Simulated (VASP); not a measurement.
Here is a VASP 6.6.1 calculation.

INCAR

```
ALGO = Normal
EDIFF = 1E-7
EDIFFG = -0.04
ENCUT = 600
GGA = PE
IBRION = 2
ISIF = 3
ISMEAR = 0
LASPH = True
LCHARG = False
LREAL = False
LWAVE = False
NELM = 80
NSW = 90
PREC = Accurate
SIGMA = 0.1
```

File KPOINTS:

```
k-points
0
Gamma
  6 6 2
```

Contents of POSCAR:

```
RuPt2
1.0
    2.9278752500      0.0000000000      0.0000000000
   -1.4639376300      2.5356143500      0.0000000000
    0.0000000000      0.0000000000     10.8493529700
Ru Pt
2 4
Direct
    0.0000000000      0.0000000000      0.2500000000
    0.0000000000      0.0000000000      0.7500000000
    0.3333333300      0.6666666700      0.1180000000
    0.6666666700      0.3333333300      0.6180000000
    0.3333333300      0.6666666700      0.3820000000
    0.6666666700      0.3333333300      0.8820000000
```

Potentials or basis: VASP PAW PBE potentials, release 64 (Ru_pv, Pt).

Command:

```bash
$ cat potpaw_PBE.64/Ru_pv/POTCAR potpaw_PBE.64/Pt/POTCAR > POTCAR
$ mpirun -np 1 vasp_std > vasp.out
```

Q: What does it give for the band gap on the k mesh?

A: Zero (band 34 reaches 12.08 eV, above the bottom of band 35 at 10.29 eV).

Q: What does it give for the relaxed volume?

A: 14.99 Å³/atom.

Q: Estimate the relaxed cell.

A: a = 2.759 Å, b = 2.759 Å, c = 13.649 Å, α = 90.00°, β = 90.00°, γ = 120.00°.

The path:
```
step  energy change (eV)  largest force (eV/Å)  pressure (GPa)  volume (Å³)
   1              0.0000               15.4658          140.73        80.55
   2             11.6889                2.2792          -11.09       309.68
   3              9.0119                2.0220          -13.43       261.42
   4              6.0149                1.5862          -17.90       223.35
   5             -6.5076                0.5826          -31.67       140.13
   6            -12.7581                0.5959          -20.17       107.63
   7            -13.2502                1.2771            9.96        93.44
   8            -13.4562                0.2459           -5.81        99.06
   9            -13.4765                0.4084           -3.48        98.07
  10            -14.8796                0.2013           -6.96        95.20
  11            -12.5381                0.9593           47.76        82.45
  12            -15.6372                0.1503           -6.31        92.79
  13            -15.8772                0.4343            0.42        89.71
  14            -15.8856                0.3801           -1.17        90.23
  15            -15.8884                0.0045            3.85        88.71
  16            -15.8966                0.1814            1.46        89.41
  17            -15.9009                0.0970           -0.83        90.29
  18            -15.9031                0.0007           -0.01        89.96
```

Caveat: the k points lie up to 0.44 Å⁻¹ apart in the final cell; spin-orbit coupling is left out, which moves the levels of the heavy elements.
